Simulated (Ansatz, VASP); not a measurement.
One calculation of CuO, two programs

```
CELL_PARAMETERS angstrom
2.08215 -2.08794 0.00000
2.08215 2.08794 0.00000
0.00000 0.00000 5.15126
ATOMIC_POSITIONS crystal
Cu 0.00000 0.50000 0.00000
Cu 0.50000 0.00000 0.50000
O 0.50000 0.50000 0.25000
O 0.50000 0.50000 0.75000
```

Alike in both runs: task single point; functional PBE; k mesh 16 × 16 × 10; occupations gaussian, width 0.15 eV; no spin polarisation.

```csv
,VASP,Ansatz
version,VASP 6.6.1,Ansatz 0.2.0
potentials or method,"VASP PAW PBE potentials, release 64 (Cu, O), cutoff 520 eV","scalar-relativistic, plane waves, PAW"
valence electrons in the cell,34,50
```

```tsv
	VASP	Ansatz	Ansatz less VASP
gap on the k mesh at the Fermi level (eV)	none	none	-
pressure (GPa)	0.7	0.0	-0.66
traceless stress, the component that is largest in VASP (GPa)	0.28	0.02	-0.265
```

A gap of «none» marks a metal or a gap that the smearing closes. With one functional, cell and mesh, what is left measures potentials, basis and numerics. VASP's potentials hold 34 valence electrons a cell and Ansatz's 50, so a difference there can come from the potentials and not from the codes.
